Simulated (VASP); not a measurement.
Ru: single point with PBEsol

Ru:

```
CELL_PARAMETERS angstrom
2.72546 0.00000 0.00000
-1.36273 2.36032 0.00000
0.00000 0.00000 4.25238
ATOMIC_POSITIONS crystal
Ru 0.35336 0.70672 0.25000
Ru 0.64664 0.29328 0.75000
```

This cell differs from its parent crystal: atoms displaced along a vibrational mode, the cell strained.

```
Program             : VASP 6.6.1
Task                : single point
Functional          : PBEsol
Potentials or basis : VASP PAW PBE potentials, release 64 (Ru_pv)
Cutoff              : 520 eV
k mesh              : 18 × 18 × 10
Occupations         : gaussian, width 0.15 eV
Spin                : no spin polarisation
```

| Quantity | Value |
| --- | --- |
| Pressure | -6.6 GPa |
| Largest force | 1.239 eV/Å |
| Band gap on the k mesh | zero (bands 14 and 15 overlap by 2.89 eV) |

Forces in eV/Å, atoms in the order of the input:
```
Ru   0.000 -1.239  0.000
Ru   0.000  1.239  0.000
```

Stress tensor (GPa, compression positive):
```
-12.07   0.00   0.00
  0.00  -6.52   0.00
  0.00   0.00  -1.24
```

Levels at points of the mesh, in eV from the Fermi level:
| k point | band 12 | band 13 | band 14 | band 15 | band 16 | band 17 |
| --- | --- | --- | --- | --- | --- | --- |
| (0.00, 0.00, 0.00) | -2.10 | -1.98 | -1.49 | -0.88 | 0.47 | 1.36 |
| (0.50, 0.00, 0.00) | -1.61 | -1.58 | 1.42 | 1.64 | 1.78 | 3.66 |
| (0.00, 0.50, 0.00) | -2.36 | -1.53 | 1.17 | 1.82 | 1.91 | 4.55 |
| (0.00, 0.00, 0.50) | -2.81 | -2.55 | -2.55 | 0.29 | 0.29 | 0.71 |
| (0.50, 0.00, 0.50) | -1.10 | 0.19 | 0.19 | 1.60 | 1.60 | 3.66 |
| (0.00, 0.50, 0.50) | -1.06 | 1.09 | 1.09 | 1.54 | 1.54 | 2.67 |

It took 4 min on 1 thread of Intel(R) Xeon(R) Platinum 8259CL CPU @ 2.50GHz (Skylake/Cascade Lake), on a shared host, peak memory 0.33 GiB.

Caveat: the cell differs from its parent crystal (atoms displaced along a vibrational mode, the cell strained); the stress differs along the axes, from -12 to -1 GPa; the PAW data sets were made with another functional, which shifts forces and pressure a little.
